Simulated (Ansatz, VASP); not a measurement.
## Two plane-wave programs on Pt

```
CELL_PARAMETERS angstrom
-1.56281 1.56281 1.56281
1.56281 -1.56281 1.56281
1.56281 1.56281 -1.56281
ATOMIC_POSITIONS crystal
Pt 0.00000 0.00000 0.00000
```

Alike in both runs: task single point; functional PBE; k mesh 12 × 12 × 12; occupations fermi-dirac, width 0.05 eV; no spin polarisation.

```csv
,VASP,Ansatz
version,VASP 6.6.1,Ansatz 0.2.0
potentials or method,"VASP PAW PBE potentials, release 64 (Pt)",Ansatz PAW soft_1
plane-wave cutoff (eV),500,420
valence electrons in the cell,10,18
```

VASP gave:

- gap on the k mesh at the Fermi level (eV): none
- pressure (GPa): 8.8

Question: What did Ansatz give for the same quantities?

Answer: gap on the k mesh at the Fermi level (eV): none; pressure (GPa): 9.3.

A gap of «none» marks a metal or a gap that the smearing closes. VASP's potentials hold 10 valence electrons a cell and Ansatz's 18, so a difference there can come from the potentials and not from the codes.

Spin-orbit coupling is off throughout.
